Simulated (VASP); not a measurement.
Here is a VASP 6.6.1 calculation.

File INCAR:

```
SYSTEM = Zr
PREC = Accurate ; ENCUT = 520
EDIFF = 1E-7 ; ISMEAR = -1
SIGMA = 0.08 ; LREAL = .False.
LASPH = .True. ; NELM = 60
ALGO = Normal ; ISIF = 2
LWAVE = .False. ; LCHARG = .False.
GGA = PS ; NBANDS = 12
```

Contents of KPOINTS:

```
regular mesh
0
Gamma
  14 14 14
  0 0 0
```

POSCAR

```
Zr
1.0
   -1.8100000000      1.8100000000      1.8281000000
    1.8100000000     -1.8100000000      1.8281000000
    1.8100000000      1.8100000000     -1.8281000000
Zr
1
Direct
    0.0000000000      0.0000000000      0.0000000000
```

Potentials or basis: VASP PAW PBE potentials, release 64 (Zr_sv).

Run with:

```bash
$ cat potpaw_PBE.64/Zr_sv/POTCAR > POTCAR
$ mpirun -np 1 vasp_std > vasp.out
```

Problem. Estimate the band gap on the k mesh.

Solution. Zero (band 6 reaches 9.34 eV, above the bottom of band 7 at 7.67 eV).

Problem. Predict the pressure.

Solution. -7.3 GPa.

Stress tensor (GPa, compression positive):
```
-7.36  0.00  0.00
 0.00 -7.36  0.00
 0.00  0.00 -7.24
```

Caveat: the cell differs from its parent crystal (zz strain of +1 %); the PAW data sets were made with another functional, which shifts forces and pressure a little.
